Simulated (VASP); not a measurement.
Wanted: the native input for a VASP 6.6.1 run.

- Task: single point
- Functional: PBE
- Potentials or basis: VASP PAW PBE potentials, release 64 (Sb, Sn_d, Fe)
- Cutoff: 520 eV
- k mesh: 7 × 7 × 5
- Occupations: fermi-dirac, width 0.05 eV
- Spin: collinear spin, ferromagnetic start
- Starting moments: [0.0, 0.0, 3.0, 3.0, 3.0] μB
- Dipole correction: no
- Further INCAR settings: ALGO = Normal; EDIFF = 1e-06; NBANDS = 34

The structure of Fe3SnSb lies in POSCAR:

```
Fe3SnSb
1.0
    4.2657113357      0.0000000000      0.0000000000
   -2.1328556679      3.6942143820      0.0000000000
    0.0000000000      0.0000000000      5.4707012405
Sb Sn Fe
1 1 3
Direct
    0.3333333333      0.6666666667      0.8204750000
    0.0000000000      0.0000000000      0.1786800000
    0.6666666667      0.3333333333      0.4975580000
    0.3333333333      0.6666666667      0.3418710000
    0.0000000000      0.0000000000      0.6614150000
```

One way to write it, as run:

INCAR

```
SYSTEM = Fe3SnSb
ALGO = Normal
EDIFF = 1E-6
ENCUT = 520
GGA = PE
ISIF = 2
ISMEAR = -1
ISPIN = 2
LASPH = .True.
LCHARG = .True.
LELF = .True.
LMAXMIX = 4
LORBIT = 11
LREAL = .False.
LVHAR = .True.
LWAVE = .False.
MAGMOM = 0 0 3 3 3
NBANDS = 34
NELM = 150
PREC = Accurate
SIGMA = 0.05
```

KPOINTS

```
k-points
0
Gamma
  7 7 5
  0 0 0
```

Potentials or basis: VASP PAW PBE potentials, release 64 (Sb, Sn_d, Fe).

Command:

```sh
$ cat potpaw_PBE.64/Sb/POTCAR potpaw_PBE.64/Sn_d/POTCAR potpaw_PBE.64/Fe/POTCAR > POTCAR
$ mpirun -np 1 vasp_std > vasp.out
```

Results of the run:

* Pressure: -3.4 GPa
* Largest force: 0.169 eV/Å
* Net moment: 6.07 μB per cell
* Site moments: Sb -0.05; Sn -0.10; Fe +2.70, +1.88, +1.69 μB
* Valence electrons inside the program's atomic spheres: Sb 2.44; Sn 12.39; Fe 6.93, 7.19, 7.20

Caveat: the cell stands under tension; the run started ferromagnetic, and an antiferromagnetic order may lie lower in energy.

Run time: 100 s on 1 thread of AMD EPYC 9R45 96-Core Processor (Zen 5) (shared host), peak memory 0.3 GiB.
